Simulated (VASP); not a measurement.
Set up this calculation in VASP 6.6.1, as the native input.

```
Task                   : single point
Functional             : PBE
Potentials or basis    : VASP PAW PBE potentials, release 64 (Pd, Pt, Cl)
Cutoff                 : 520 eV
k mesh                 : 8 × 8 × 8
Occupations            : gaussian, width 0.1 eV
Spin                   : collinear spin
Starting moments       : [0.47, 0.7, 0.0, 0.0, 0.0, 0.0] μB
Dipole correction      : no
Further INCAR settings : ALGO = Normal; EDIFF = 1e-06; NBANDS = 37
```

The structure of PdPtCl4 lies in POSCAR:

```
PdPtCl4
1.0
    0.0000000000      3.9615227521      3.9615227521
    3.9615227521      0.0000000000      3.9615227521
    3.9615227521      3.9615227521      0.0000000000
Pd Pt Cl
1 1 4
Direct
    0.7500000000      0.7500000000      0.7500000000
    0.0000000000      0.0000000000      0.0000000000
    0.8755054172      0.3748315276      0.3748315276
    0.3748315276      0.3748315276      0.3748315276
    0.3748315276      0.8755054172      0.3748315276
    0.3748315276      0.3748315276      0.8755054172
```

The cell was generated, and may not be a known phase.

The input as run:

INCAR

```
PREC = Accurate ; ENCUT = 520
EDIFF = 1E-6 ; ISMEAR = 0
SIGMA = 0.1 ; LREAL = False
LASPH = True ; NELM = 150
ALGO = Normal ; ISIF = 2
LWAVE = False ; LCHARG = True
ISPIN = 2 ; MAGMOM = 0.47 0.7 0 0 0 0
LORBIT = 11 ; LMAXMIX = 4
GGA = PE ; LELF = True
LVHAR = True ; NBANDS = 37
```

KPOINTS

```
Automatic mesh
0
Gamma
  8 8 8
```

Potentials or basis: VASP PAW PBE potentials, release 64 (Pd, Pt, Cl).

The run is started by

```console
$ cat potpaw_PBE.64/Pd/POTCAR potpaw_PBE.64/Pt/POTCAR potpaw_PBE.64/Cl/POTCAR > POTCAR
$ mpirun -np 1 vasp_std > vasp.out
```

Results of the run:

```
Pressure                                              : -0.1 GPa
Net moment                                            : 0.64 μB per cell
Site moments                                          : Pd +0.31; Pt +0.50; Cl -0.04 μB
Valence electrons inside the program's atomic spheres : Pd 8.82; Pt 8.60; Cl 4.95
```

Caveat: a moment this small can come from the mesh or the smearing.

Wall time 2.6 min on 1 thread of Intel(R) Xeon(R) 6975P-C (Granite Rapids) (shared host), peak memory 0.44 GiB.
